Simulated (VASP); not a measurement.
Wanted: the native input for a VASP 6.6.1 run.

| Quantity | Value |
| --- | --- |
| Task | single point |
| Functional | LDA |
| Potentials or basis | VASP PAW LDA potentials, release 64 (Ga_d, Sb) |
| Cutoff | 520 eV |
| k mesh | 10 × 10 × 10 |
| Occupations | gaussian, width 0.15 eV |
| Spin | no spin polarisation |
| Dipole correction | no |
| Further INCAR settings | ALGO = Normal; EDIFF = 1e-07; NBANDS = 22 |

The structure of GaSb3 lies in POSCAR:

```
GaSb3
1.0
    0.0000000000      3.7528272087      3.4638595136
    3.7528272087      0.0000000000      3.4638595136
    3.7528272087      3.7528272087      0.0000000000
Ga Sb
1 3
Direct
    0.0000000000      0.0000000000      0.0000000000
    0.2500000000      0.2500000000      0.2500000000
    0.7500000000      0.7500000000      0.7500000000
    0.5000000000      0.5000000000      0.5000000000
```

This cell differs from its parent crystal: volume 24.392 Å^3 an atom, c/a of the conventional cell 0.9230.

These files were run (other wordings do the same):

INCAR

```
SYSTEM = GaSb3
PREC = Accurate
ENCUT = 520
EDIFF = 1E-7
ISMEAR = 0
SIGMA = 0.15
LREAL = .FALSE.
LASPH = .TRUE.
NELM = 80
ALGO = Normal
ISIF = 2
LWAVE = .FALSE.
LCHARG = .FALSE.
NBANDS = 22
```

KPOINTS

```
Automatic mesh
0
G
  10 10 10
  0 0 0
```

Potentials or basis: VASP PAW LDA potentials, release 64 (Ga_d, Sb).

Run with:

```console
$ cat potpaw_LDA.64/Ga_d/POTCAR potpaw_LDA.64/Sb/POTCAR > POTCAR
$ mpirun -np 1 vasp_std > vasp.out
```

Results of the run:

```yaml
Pressure: -1.3 GPa
Band_gap_on_the_k_mesh: zero (band 14 reaches 9.86 eV, above the bottom of band 15 at 5.56 eV)
```

Caveat: spin-orbit coupling is left out, which moves the levels of the heavy elements.

Run time: 2.8 min on 1 thread of AMD EPYC 9R45 (Zen 5), on a shared host, peak memory 0.3 GiB.
